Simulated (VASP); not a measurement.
# Ti (I4/mmm) in VASP: a series of runs

Ti is run at these levels: PBE; tasks: single point.

Everything below comes from runs of VASP 6.6.1. Logs are shortened: lines on timing, memory, paths and dates and some standing lists are left out, and cuts for length are marked.

### 1 The cell of the first run

Symmetry: I4/mmm, No. 139, tetragonal system. Conventional cell: a = 2.687 Å, b = 2.687 Å, c = 4.165 Å, α = 90.00°, β = 90.00°, γ = 90.00°. Ti (site symmetry 4/mmm) has 12 Ti at 2.69 to 2.82 Å within 3.5 Å.

### 2 Single point, PBE (strained)

Input file INCAR:

```
PREC = Accurate ; ENCUT = 520
EDIFF = 1E-6 ; ISMEAR = 0
SIGMA = 0.1 ; LREAL = False
LASPH = True ; NELM = 100
ALGO = Normal ; ISIF = 2
LWAVE = False ; LCHARG = False
GGA = PE ; NBANDS = 12
```

Input file KPOINTS:

```
regular mesh
0
Gamma
  16 16 16
```

Input file POSCAR:

```
Ti
1.0
    0.0000000000      1.9000394000      2.0827394000
    1.9000394000      0.0000000000      2.0827394000
    1.9000394000      1.9000394000      0.0000000000
Ti
1
Direct
    0.0000000000      0.0000000000      0.0000000000
```

Potentials or basis: VASP PAW PBE potentials, release 64 (Ti_sv).

On the command line:

```
$ cat potpaw_PBE.64/Ti_sv/POTCAR > POTCAR
$ mpirun -np 1 vasp_std > vasp.out
```

OUTCAR:

```text
PREC = Accurate
   ENCUT = 520
   EDIFF = 1E-6
   ISMEAR = 0
   LREAL = False
   LASPH = True
   NELM = 100
   ISIF = 2
   GGA = PE

 ion  position               nearest neighbor table
   1  0.000  0.000  0.000-

  LATTYP: Found a body centered tetragonal cell.
 ALAT       =     2.6870614885
 C/A-ratio  =     1.5501985413

  Lattice vectors:

 A1 = (  -1.9000394000,   0.0000000000,   2.0827394000)
 A2 = (   1.9000394000,   0.0000000000,   2.0827394000)
 A3 = (   0.0000000000,   1.9000394000,  -2.0827394000)

Analysis of symmetry for initial positions (statically):
=====================================================================
 Subroutine PRICEL returns:
 Original cell was already a primitive cell.

 Routine SETGRP: Setting up the symmetry group for a
 body centered tetragonal supercell.

 Subroutine GETGRP returns: Found 16 space group operations
 (whereof 16 operations were pure point group operations)
 out of a pool of 16 trial point group operations.

The static configuration has the point symmetry D_4h.

Analysis of symmetry for dynamics (positions and initial velocities):
=====================================================================
 Subroutine PRICEL returns:
 Original cell was already a primitive cell.

 Routine SETGRP: Setting up the symmetry group for a
 body centered tetragonal supercell.

 Subroutine GETGRP returns: Found 16 space group operations
 (whereof 16 operations were pure point group operations)
 out of a pool of 16 trial point group operations.

The dynamic configuration has the point symmetry D_4h.

 Subroutine INISYM returns: Found 16 space group operations
 (whereof 16 operations are pure point group operations),
 and found     1 'primitive' translations

----------------------------------------------------------------------------------------

                                     Primitive cell

  volume of cell :      15.0380

  direct lattice vectors                    reciprocal lattice vectors
     0.000000000  1.900039400  2.082739400    -0.263152438  0.263152438  0.240068441
     1.900039400  0.000000000  2.082739400     0.263152438 -0.263152438  0.240068441
     1.900039400  1.900039400  0.000000000     0.263152438  0.263152438 -0.240068441

  length of vectors
     2.819211438  2.819211438  2.687061489     0.442867099  0.442867099  0.442867099

  position of ions in fractional coordinates (direct lattice)
     0.000000000  0.000000000  0.000000000

  ion indices of the primitive-cell ions
   primitive index   ion index
                 1           1

----------------------------------------------------------------------------------------

 KPOINTS: regular mesh

Automatic generation of k-mesh.
 Grid dimensions read from file:
 generate k-points for:   16   16   16

 Generating k-lattice:

  Cartesian coordinates                     Fractional coordinates (reciprocal lattice)
    -0.016447027  0.016447027  0.015004278     0.062500000  0.000000000  0.000000000
     0.016447027 -0.016447027  0.015004278     0.000000000  0.062500000  0.000000000
     0.016447027  0.016447027 -0.015004278     0.000000000  0.000000000  0.062500000

  Length of vectors
     0.027679194  0.027679194  0.027679194

  Shift w.r.t. Gamma in fractional coordinates (k-lattice)
     0.000000000  0.000000000  0.000000000

 Subroutine IBZKPT returns following result:
 ===========================================

 Found    349 irreducible k-points:

 Following reciprocal coordinates:
            Coordinates               Weight
  0.000000  0.000000  0.000000      1.000000
  0.062500  0.000000  0.000000      8.000000
  0.125000  0.000000  0.000000      8.000000
  0.187500  0.000000  0.000000      8.000000
  0.250000  0.000000  0.000000      8.000000
  0.312500  0.000000  0.000000      8.000000
[... 16 lines left out ...]
 -0.125000  0.062500  0.000000      8.000000
 -0.062500  0.062500  0.000000      4.000000
 [... further k-points ...]
   k-points           NKPTS =    349   k-points in BZ     NKDIM =    349   number of bands    NBANDS=     12
   number of dos      NEDOS =    301   number of ions     NIONS =      1
   total plane-waves  NPLWV =  11520
   dimension x,y,z NGX =    24 NGY =   24 NGZ =   20
   dimension x,y,z NGXF=    48 NGYF=   48 NGZF=   40
   ions per type =               1
   NGX,Y,Z   is equivalent  to a cutoff of  14.15, 14.15, 12.37 a.u.
   NGXF,Y,Z  is equivalent  to a cutoff of  28.31, 28.31, 24.75 a.u.
 SYSTEM =  unknown system
   PREC   = accura    normal or accurate (medium, high low for compatibility)
   ISTART =      0    job   : 0-new  1-cont  2-samecut
   ICHARG =      2    charge: 1-file 2-atom 10-const
   ISPIN  =      1    spin polarized calculation?
   LNONCOLLINEAR =      F non collinear calculations
   LSORBIT =      F    spin-orbit coupling
   LASPH  =      T    aspherical Exc in radial PAW
   ENCUT  =  520.0 eV  38.22 Ry    6.18 a.u.   5.24  5.24  5.00*2*pi/ulx,y,z
   NELM   =    100;   NELMIN=  2; NELMDL= -5     # of ELM steps
   EDIFF  = 0.1E-05   stopping-criterion for ELM
   LREAL  =      F    real-space projection
[... 7 lines left out ...]
   TEBEG  =    0.0;   TEEND  =   0.0 temperature during run
   PSTRESS=    0.0 pullay stress
   NELECT =      12.0000    total number of electrons
   NUPDOWN=      -1.0000    fix difference up-down
   EMIN   =  10.00;   EMAX   =-10.00  energy-range for DOS
   EFERMI =   0.00;   METHOD = LEGACY
   ISMEAR =     0;   SIGMA  =   0.10  broadening in eV -4-tet -1-fermi 0-gaus
   EFERMI_NEDOS =   21; number of points for ismear=-14 and -15
   IALGO  =     38    algorithm
   IMIX   =      4    mixing-type and parameters
     AMIX     =   0.40;   BMIX     =  1.00
     AMIX_MAG =   1.60;   BMIX_MAG =  1.00
  volume/ion in A,a.u.               =      15.04       101.48
  Fermi-wavevector in a.u.,A,eV,Ry     =   1.518466  2.869486 31.371502  2.305740
  Thomas-Fermi vector in A             =   2.627583
   LORBIT       =      0    0 simple, 1 ext, 2 COOP (PROOUT), +10 PAW based schemes
   GGA     = PE    functional components
   LHFCALC =     F    Hartree Fock is set to
   AEXX    =    0.0000 exact exchange contribution
   IVDW    =     0    specifies the selected vdW correction
   LEPSILON=     F    determine dielectric tensor
   LRPA    =     F    only Hartree local field effects (RPA)
 non-spin polarized calculation
 Gauss-broadening in eV      SIGMA  =   0.10
  energy-cutoff  :      520.00
  volume of cell :       15.04
 maximum number of plane-waves:       419
 NGX is ok and might be reduce to    24
   NGX = 11   NGY = 11   NGZ =  9

 number of electron      12.0000001 magnetization

 Free energy of the ion-electron system (eV)
  ---------------------------------------------------
  ext. energy  EPLUGINS =         0.00000000
  ---------------------------------------------------
  free energy    TOTEN  =        -7.64663870 eV

  energy without entropy =       -7.63798511  energy(sigma->0) =       -7.64231191

 E-fermi :   9.8118     XC(G=0): -12.1928

 val. band max:        9.8108222223   @ k =   0.5000   0.1250   0.0625
 cond. band min:       9.8259445446   @ k =   0.2500   0.0625   0.1875
 fundamental gap:      0.0151223223
 Fermi energy:         9.8117978388

 k-point     1 :       0.0000    0.0000    0.0000
  band No.  band energies     occupation
      1     -46.6512      2.00000
      2     -22.3147      2.00000
      3     -22.2843      2.00000
      4     -22.2843      2.00000
      5       3.4407      2.00000
      6      10.2360      0.00000
      7      11.1327      0.00000
      8      11.1327      0.00000
      9      12.1786      0.00000
     10      13.2574      0.00000
     11      26.0424      0.00000
     12      29.3913      0.00000

 k-point     2 :       0.0625    0.0000    0.0000
  band No.  band energies     occupation
      1     -46.6430      2.00000
      2     -22.3407      2.00000
      3     -22.3085      2.00000
      4     -22.2869      2.00000
      5       3.5869      2.00000
      6      10.2580      0.00000
      7      11.0640      0.00000
      8      11.1875      0.00000
      9      12.1618      0.00000
     10      13.2031      0.00000
     11      26.1952      0.00000
     12      29.2021      0.00000

 k-point     3 :       0.1250    0.0000    0.0000
  band No.  band energies     occupation
      1     -46.6195      2.00000
      2     -22.4571      2.00000
      3     -22.3341      2.00000
      4     -22.2945      2.00000
      5       4.0097      2.00000
      6      10.2561      0.00000
      7      10.9162      0.00000
      8      11.3319      0.00000
      9      12.1652      0.00000
     10      13.0699      0.00000
     11      26.5073      0.00000
     12      28.1265      0.00000
[... 286 lines left out ...]
 k-point    23 :      -0.1250    0.0625    0.0000
  band No.  band energies     occupation
      1     -46.5988      2.00000
      2     -22.5559      2.00000
      3     -22.3665      2.00000
      4     -22.2887      2.00000
      5       4.3646      2.00000
      6      10.3576      0.00000
      7      10.6569      0.00000
      8      11.4353      0.00000
      9      12.4229      0.00000
     10      12.7892      0.00000
     11      26.5522      0.00000
     12      27.6999      0.00000

 k-point    24 :      -0.0625    0.0625    0.0000
  band No.  band energies     occupation
      1     -46.6277      2.00000
      2     -22.4078      2.00000
      3     -22.3383      2.00000
      4     -22.2848      2.00000
      5       3.8469      2.00000
      6      10.4381      0.00000
      7      10.7803      0.00000
      8      11.2665      0.00000
      9      12.2701      0.00000
     10      13.0182      0.00000
     11      26.3913      0.00000
     12      29.4198      0.00000

 [... further k-points ...]

------------------------ aborting loop because EDIFF is reached ----------------------------------------

  FORCE on cell =-STRESS in cart. coord.  units (eV):
  Direction    XX          YY          ZZ          XY          YZ          ZX
  --------------------------------------------------------------------------------------
  -------------------------------------------------------------------------------------
  Total        1.8873710      1.8873710      1.6161931      0.0000000      0.0000000      0.0000000
  in kB      201.0840959    201.0840959    172.1922797      0.0000000      0.0000000      0.0000000
  external PRESSURE =     191.4534905 kB  Pullay stress =       0.0000000 kB

 VOLUME and BASIS-vectors are now :
 -----------------------------------------------------------------------------
  energy-cutoff  :      520.00
  volume of cell :       15.04
      direct lattice vectors                 reciprocal lattice vectors
     0.000000000  1.900039400  2.082739400    -0.263152438  0.263152438  0.240068441
     1.900039400  0.000000000  2.082739400     0.263152438 -0.263152438  0.240068441
     1.900039400  1.900039400  0.000000000     0.263152438  0.263152438 -0.240068441

 POSITION                                       TOTAL-FORCE (eV/Angst)
 -----------------------------------------------------------------------------------
      0.00000      0.00000      0.00000        -0.000000      0.000000      0.000000
 -----------------------------------------------------------------------------------
    total drift:                               -0.000000     -0.000000      0.000000

  FREE ENERGIE OF THE ION-ELECTRON SYSTEM (eV)
  ---------------------------------------------------
  free  energy   TOTEN  =        -7.6466387039 eV

  energy  without entropy=       -7.6379851146  energy(sigma->0) =       -7.64231191
```

Run time: 31 s. Hardware: 1 thread of AMD EPYC 9R45 (Zen 5), shared host; peak memory 0.15 GiB.

What came out:

```yaml
Free_energy: -7.6466 eV
Pressure: 19.1 GPa
Band_gap_on_the_k_mesh: zero (band 6 reaches 10.48 eV, above the bottom of band 7 at 9.16 eV)
```

Stress tensor (GPa, compression positive):
```
20.11  0.00  0.00
 0.00 20.11  0.00
 0.00  0.00 17.22
```

Caveat: the cell differs from its parent crystal (strained).

### 3 Single point, PBE (strain along c alone, the other axes held: -6.0 %)

Input file INCAR:

```
SYSTEM = Ti
PREC = Accurate ; ENCUT = 520
EDIFF = 1E-7 ; ISMEAR = 0
SIGMA = 0.1 ; LREAL = .False.
LASPH = .True. ; NELM = 100
ALGO = Fast ; ISIF = 2
LWAVE = .False. ; LCHARG = .False.
GGA = PE ; NBANDS = 19
```

Input file KPOINTS:

```
regular mesh
0
Gamma
  18 18 12
  0 0 0
```

Input file POSCAR:

```
Ti
1.0
    2.0560175230      2.0560175230      0.0000000000
   -2.0560175230      2.0560175230      0.0000000000
    0.0000000000      0.0000000000      3.8653129432
Ti
2
Direct
    0.0000000000      0.0000000000      0.0000000000
    0.5000000000      0.5000000000      0.5000000000
```

Potentials or basis: VASP PAW PBE potentials, release 64 (Ti_sv).

On the command line:

```
$ cat potpaw_PBE.64/Ti_sv/POTCAR > POTCAR
$ mpirun -np 1 vasp_std > vasp.out
```

Run time: 4.4 min. Hardware: 1 thread of Intel Xeon 6975P-C (Granite Rapids), shared host; peak memory 0.3 GiB.

The run converged. Its results:

- Free energy: -15.5117 eV
- Pressure: 7.0 GPa
- Band gap on the k mesh: zero (band 12 reaches 9.79 eV, above the bottom of band 13 at 8.42 eV)

Stress tensor (GPa, compression positive):
```
6.30 0.00 0.00
0.00 6.30 0.00
0.00 0.00 8.47
```

Levels at points of the mesh, in eV from the Fermi level:
```
           k point  band 10  band 11  band 12  band 13  band 14  band 15
(0.00, 0.00, 0.00)    -2.76    -1.98     0.78     0.78     1.27     2.38
(0.50, 0.00, 0.00)    -2.24    -0.10    -0.10    -0.05    -0.05     1.70
(0.50, 0.50, 0.00)    -2.79    -1.79    -1.79     2.75     2.75     3.83
(0.00, 0.00, 0.50)    -3.68    -0.58    -0.58     1.64     1.64     2.00
(0.50, 0.00, 0.50)    -2.72     0.50     0.50     0.82     0.82     1.10
(0.50, 0.50, 0.50)    -1.50    -0.45    -0.45    -0.45    -0.45     2.42
```

Caveat: the cell differs from its parent crystal (strain along c alone, the other axes held: -6.0 %).
